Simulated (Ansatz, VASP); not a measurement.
# TaS2: VASP beside Ansatz

The input INCAR:

```
PREC = Accurate
ENCUT = 500
EDIFF = 1E-6
ISMEAR = -1
SIGMA = 0.06802846561497
LREAL = F
LASPH = T
NELM = 120
ALGO = Normal
ISIF = 2
LWAVE = F
LCHARG = F
GGA = PE
NBANDS = 18
GGA_COMPAT = F
```

The input KPOINTS:

```
Automatic mesh
0
Gamma
  3 3 1
```

POSCAR

```
TaS2
1.0
    3.3828573416      0.0000000000      0.0000000000
   -1.6914286708      2.9296403952      0.0000000000
    0.0000000000      0.0000000000      6.1679785700
Ta S
1 2
Direct
    0.0000000000      0.0000000000      0.0000000000
    0.6666666667      0.3333333333      0.7542821200
    0.3333333333      0.6666666667      0.2457178800
```

Input for Ansatz:

```yaml
crystal:
  lattice:
    - [3.3828573416, 0.0, 0.0]
    - [-1.6914286708, 2.9296403952, 0.0]
    - [0.0, 0.0, 6.16797857]
  atoms:
    - { symbol: Ta, position: [0.0, 0.0, 0.0] }
    - { symbol: S, position: [0.6666666667, 0.3333333333, 0.75428212] }
    - { symbol: S, position: [0.3333333333, 0.6666666667, 0.24571788] }
basis:
  ecutwfc: 420
kpoints:
  mp_grid: { grid: [3, 3, 1] }
hamiltonian:
  xc: pbe
scf:
  occupations: { method: fermi_dirac, width: "0.005 Ry" }
output:
  forces: true
  stress: true
  eigenvalues: true
```

Alike in both runs: task single point; functional PBE; k mesh 3 × 3 × 1; no spin polarisation.

|  | VASP | Ansatz |
| --- | --- | --- |
| version | VASP 6.6.1 | Ansatz 0.2.0 |
| potentials or method | VASP PAW PBE potentials, release 64 (Ta_pv, S), cutoff 500 eV | scalar-relativistic, plane waves, PAW |
| occupations | fermi-dirac, width 0.0680285 eV | fermi-dirac |
| valence electrons in the cell | 23 | 25 |

Ansatz gave:

```
gap on the k mesh at the Fermi level (eV)                     : none
pressure (GPa)                                                : 2.4
traceless stress, the component that is largest in VASP (GPa) : -1.37
rms of the force components (eV/Å)                            : 0.077
```

Which values does VASP return?

gap on the k mesh at the Fermi level (eV): none; pressure (GPa): 2.3; traceless stress, the component that is largest in VASP (GPa): -1.25; rms of the force components (eV/Å): 0.084.

Atom by atom the forces differ by 0.006 eV/Å (rms over components). A gap of «none» marks a metal or a gap that the smearing closes. VASP's potentials hold 23 valence electrons a cell and Ansatz's 25, so a difference there can come from the potentials and not from the codes.

The k mesh is coarse, so the values compare programs but aren't converged. Spin-orbit coupling is off throughout.
